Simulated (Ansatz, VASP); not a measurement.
**CoPdO2: VASP beside Ansatz**

```
CELL_PARAMETERS angstrom
1.43169 0.82659 5.95777
-1.43169 0.82659 5.95777
0.00000 -1.65317 5.95777
ATOMIC_POSITIONS crystal
Pd 0.00000 0.00000 0.00000
Co 0.50000 0.50000 0.50000
O 0.11248 0.11248 0.11248
O 0.88752 0.88752 0.88752
```

Alike in both runs: task single point; functional PBE; k mesh 9 × 9 × 9; occupations fermi-dirac, width 0.05 eV; collinear spin; fixed moment 4 μB.

|  | VASP | Ansatz |
| --- | --- | --- |
| version | VASP 6.6.1 | Ansatz 0.2.0 |
| potentials or method | VASP PAW PBE potentials, release 64 (Pd, Co, O) | Ansatz PAW |
| plane-wave cutoff (eV) | 520 | 420 |
| valence electrons in the cell | 31 | 47 |

|  | VASP | Ansatz | Ansatz less VASP |
| --- | --- | --- | --- |
| pressure (GPa) | 19.5 | 19.9 | +0.44 |
| traceless stress, the component that is largest in VASP (GPa) | 0.94 | 1.09 | +0.146 |
| rms of the force components (eV/Å) | 0.928 | 0.922 | -0.0054 |
| net moment per atom (μB) | 1.00 | 1.00 | 0.000 |
| size of the moment on the site where the two differ most (μB) | 0.48 | 0.37 | -0.112 |

Site moments also hang on the region over which each program counts them. Atom by atom the forces differ by 0.005 eV/Å (rms over components). The functional is the same, so the differences come from potentials, cutoffs and numerics. VASP's potentials hold 31 valence electrons a cell and Ansatz's 47, so a difference there can come from the potentials and not from the codes.
